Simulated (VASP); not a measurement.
Here is a VASP 6.6.1 calculation.

Contents of INCAR:

```
SYSTEM = Ta2Mo
  ALGO = Normal
  EDIFF = 1E-6
  EDIFFG = -0.04
  ENCUT = 600
  GGA = PE
  IBRION = 2
  ISIF = 3
  ISMEAR = 0
  LASPH = .True.
  LCHARG = .False.
  LREAL = .False.
  LWAVE = .False.
  NELM = 100
  NSW = 90
  PREC = Accurate
  SIGMA = 0.1
```

The input KPOINTS:

```
k-points
0
Gamma
  6 6 6
  0 0 0
```

POSCAR

```
Ta2Mo
1.0
    0.0000000000      3.1339201400      3.1339201400
    3.1339201400      0.0000000000      3.1339201400
    3.1339201400      3.1339201400      0.0000000000
Ta Mo
2 1
Direct
    0.2500000000      0.2500000000      0.2500000000
    0.7500000000      0.7500000000      0.7500000000
    0.0000000000      0.0000000000      0.0000000000
```

Potentials or basis: VASP PAW PBE potentials, release 64 (Ta_pv, Mo_sv).

Command:

```console
$ cat potpaw_PBE.64/Ta_pv/POTCAR potpaw_PBE.64/Mo_sv/POTCAR > POTCAR
$ mpirun -np 1 vasp_std > vasp.out
```

Problem. Predict the relaxed volume.

Solution. 20.48 Å³/atom.

Problem. What does it give for the band gap on the k mesh?

Solution. Zero (band 18 reaches 7.12 eV, above the bottom of band 19 at 4.84 eV).

Final structure:
```cif
data_structure
_symmetry_space_group_name_H-M 'P 1'
_symmetry_Int_Tables_number 1
_cell_length_a 4.4290
_cell_length_b 4.4290
_cell_length_c 4.4290
_cell_angle_alpha 60.000
_cell_angle_beta 60.000
_cell_angle_gamma 60.000
_cell_volume 61.43
loop_
_atom_site_label
_atom_site_type_symbol
_atom_site_fract_x
_atom_site_fract_y
_atom_site_fract_z
_atom_site_occupancy
Ta1 Ta 0.25000 0.25000 0.25000 1
Ta2 Ta 0.75000 0.75000 0.75000 1
Mo1 Mo 0.00000 0.00000 0.00000 1
```

Caveat: spin-orbit coupling is left out, which moves the levels of the heavy elements.
